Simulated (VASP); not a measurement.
A run of VASP 6.6.1 is set up as follows.

The input INCAR:

```
PREC     = Accurate       # precision mode
ENCUT    = 520            # plane-wave cutoff, eV
EDIFF    = 1E-7           # SCF threshold, eV
ISMEAR   = -1             # smearing method
SIGMA    = 0.05           # smearing width, eV
LREAL    = False          # projectors in reciprocal space
LASPH    = True           # aspherical terms in the spheres
NELM     = 100            # most SCF steps
ALGO     = Normal         # electronic algorithm
ISIF     = 2              # what is computed and relaxed
LWAVE    = False          # write WAVECAR
LCHARG   = False          # write CHGCAR
GGA      = PS             # functional
NBANDS   = 14             # bands
```

Contents of KPOINTS:

```
regular mesh
0
Gamma
  10 10 10
```

POSCAR

```
NaF
1.0
    0.0000000000      2.3151075214      2.3151075214
    2.3151075214      0.0000000000      2.3151075214
    2.3151075214      2.3151075214      0.0000000000
Na F
1 1
Direct
    0.0000000000      0.0000000000      0.0000000000
    0.5000000000      0.5000000000      0.5000000000
```

Potentials or basis: VASP PAW PBE potentials, release 64 (Na_pv, F).

Command:

```bash
$ cat potpaw_PBE.64/Na_pv/POTCAR potpaw_PBE.64/F/POTCAR > POTCAR
$ mpirun -np 1 vasp_std > vasp.out
```

Q: Estimate the band gap on the k mesh.

A: 6.17 eV.

Q: Predict the pressure.

A: 0.0 GPa.

Caveat: the PAW data sets were made with another functional, which shifts forces and pressure a little. A k mesh can miss the band edges.
